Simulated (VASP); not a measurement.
A run of VASP 6.6.1 is set up as follows.

The input POSCAR:

```
Ce
1.0
    0.0000000000      2.3024203507      2.3024203507
    2.3024203507      0.0000000000      2.3024203507
    2.3024203507      2.3024203507      0.0000000000
Ce
1
Direct
    0.0000000000      0.0000000000      0.0000000000
```

File INCAR.step1:

```
ALGO     = Normal         # electronic algorithm
EDIFF    = 1E-4           # SCF threshold, eV
ENCUT    = 520            # plane-wave cutoff, eV
GGA      = PE             # functional
ISMEAR   = -1             # smearing method
LASPH    = True           # aspherical terms in the spheres
LCHARG   = False          # write CHGCAR
LREAL    = False          # projectors in reciprocal space
LWAVE    = True           # write WAVECAR
NBANDS   = 12             # bands
NELM     = 60             # most SCF steps
PREC     = Accurate       # precision mode
SIGMA    = 0.1            # smearing width, eV
```

Contents of INCAR.step2:

```
ALGO     = Normal         # electronic algorithm
EDIFF    = 1E-7           # SCF threshold, eV
ENCUT    = 520            # plane-wave cutoff, eV
ISIF     = 2              # what is computed and relaxed
ISMEAR   = -1             # smearing method
ISTART   = 1            
LASPH    = True           # aspherical terms in the spheres
LCHARG   = False          # write CHGCAR
LMIXTAU  = True         
LREAL    = False          # projectors in reciprocal space
LWAVE    = False          # write WAVECAR
METAGGA  = R2SCAN         # meta-GGA
NBANDS   = 12             # bands
NELM     = 60             # most SCF steps
PREC     = Accurate       # precision mode
SIGMA    = 0.1            # smearing width, eV
```

File KPOINTS:

```
k-points
0
Gamma
  12 12 12
```

Potentials or basis: VASP PAW PBE potentials, release 64 (Ce).

The run is started by

```console
$ cat potpaw_PBE.64/Ce/POTCAR > POTCAR
$ cp INCAR.step1 INCAR
$ mpirun -np 1 vasp_std > vasp.out
$ cp INCAR.step2 INCAR
$ mpirun -np 1 vasp_std > vasp.out
```

Q: What does it give for the pressure?

A: 1.8 GPa.

Q: Estimate the band gap on the k mesh.

A: Zero (bands 6 and 7 overlap by 0.50 eV).

Caveat: the PAW data sets were made with another functional, which shifts forces and pressure a little; spin-orbit coupling is left out, which moves the levels of the heavy elements; semilocal functionals describe open f shells poorly, which spoils levels, moments and volumes. Spin polarisation is off, so any magnetic state and its effect on volume and gap are missing.
